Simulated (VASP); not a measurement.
Wanted: the native input for a VASP 6.6.1 run.

| Quantity | Value |
| --- | --- |
| Task | single point |
| Functional | PBE |
| Dispersion | D3(BJ) |
| Potentials or basis | VASP PAW PBE potentials, release 64 (C, H) |
| Cutoff | 520 eV |
| k mesh | 1 × 1 × 1 |
| Occupations | fermi-dirac, width 0.02 eV |
| Spin | no spin polarisation |
| Dipole correction | no |
| Further INCAR settings | LREAL = Auto; ALGO = Normal; EDIFF = 1e-07; NBANDS = 45 |

The structure of H4C lies in POSCAR:

```
H4C
1.0
    7.2304270000      0.0000000000      0.0000000000
    0.0000000000      7.2304270000      0.0000000000
    0.0000000000      0.0000000000      7.2304270000
C H
6 24
Direct
    0.8431231000      0.4175641000      0.9153480000
    0.8913196000      0.5487286000      0.4069282000
    0.0303142000      0.1196717000      0.5195014000
    0.2748187000      0.6515150000      0.6317433000
    0.6033341000      0.9856607000      0.3259073000
    0.4822601000      0.0921468000      0.8192676000
    0.9371036000      0.5047991000      0.9945303000
    0.8063510000      0.2963200000      0.9969556000
    0.9105966000      0.3737640000      0.7879079000
    0.7184410000      0.4953735000      0.8819982000
    0.7667896000      0.6323704000      0.3924908000
    0.8979222000      0.4486322000      0.2944593000
    0.8879211000      0.4759243000      0.5388376000
    1.0126455000      0.6379873000      0.4019250000
    0.1027095000      0.2039528000      0.6213236000
   -0.0573972000      0.0196447000      0.5903070000
    0.1307925000      0.0467668000      0.4340549000
   -0.0548479000      0.2083226000      0.4323203000
    0.2485932000      0.7560796000      0.5264315000
    0.2706406000      0.5146549000      0.5687833000
    0.1693652000      0.6607029000      0.7390152000
    0.4106758000      0.6746226000      0.6927434000
    0.5073852000      1.0906598000      0.3757179000
    0.6271328000      0.8838268000      0.4344228000
    0.7340333000      1.0507221000      0.2885328000
    0.5447853000      0.9174340000      0.2049558000
    0.3940681000      0.1958930000      0.7546842000
    0.4854327000      0.1146168000      0.9682546000
    0.6219315000      0.1033670000      0.7637866000
    0.4276082000     -0.0452895000      0.7903448000
```

The input as run:

INCAR

```
SYSTEM = H4C
PREC = Accurate
ENCUT = 520
EDIFF = 1E-7
ISMEAR = -1
SIGMA = 0.02
LREAL = Auto
LASPH = .True.
NELM = 100
ALGO = Normal
ISIF = 2
LWAVE = .False.
LCHARG = .False.
GGA = PE
IVDW = 12
NBANDS = 45
```

KPOINTS

```
regular mesh
0
Gamma
  1 1 1
  0 0 0
```

Potentials or basis: VASP PAW PBE potentials, release 64 (C, H).

Launch:

```console
$ cat potpaw_PBE.64/C/POTCAR potpaw_PBE.64/H/POTCAR > POTCAR
$ mpirun -np 1 vasp_gam > vasp.out
```

Results of the run:

| Quantity | Value |
| --- | --- |
| Pressure | 1.0 GPa |
| Largest force | 0.245 eV/Å |
| Band gap on the k mesh | 7.16 eV |
| Dispersion energy per atom | -0.027 eV |

Caveat: the k points lie up to 0.87 Å⁻¹ apart.

Run time: 110 s on 1 thread of AMD EPYC 7R13, with other jobs on the host, peak memory 0.32 GiB.
